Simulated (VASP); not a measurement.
Al3N, 4 atoms in the cell. The cell holds a slab with vacuum, 4 atoms: a = 2.857 Å, b = 2.857 Å, c = 20.101 Å, α = 90.00°, β = 90.00°, γ = 120.00°. 

| Property | Result |
| --- | --- |
| Program | VASP 6.6.1 |
| Task | single point |
| Functional | PBE |
| Potentials or basis | VASP PAW PBE potentials, release 64 (Al, N) |
| Cutoff | 520 eV |
| k mesh | 9 × 9 × 1 |
| Occupations | gaussian, width 0.1 eV |
| Spin | no spin polarisation |
| Dipole correction | yes |
| Further INCAR settings | ALGO = Normal; EDIFF = 1e-06; NBANDS = 15 |

Potentials or basis: VASP PAW PBE potentials, release 64 (Al, N).

Run with:

```console
$ cat potpaw_PBE.64/Al/POTCAR potpaw_PBE.64/N/POTCAR > POTCAR
$ mpirun -np 1 vasp_std > vasp.out
```

Hardware: 1 thread of Intel(R) Xeon(R) Platinum 8488C (Sapphire Rapids), with other jobs on the host.

Q: Estimate the wall time of this run.

A: Wall time 110 s on 1 thread of Intel(R) Xeon(R) Platinum 8488C (Sapphire Rapids) (shared host), peak memory 0.29 GiB. Counts: scf iterations 26, k points 41.
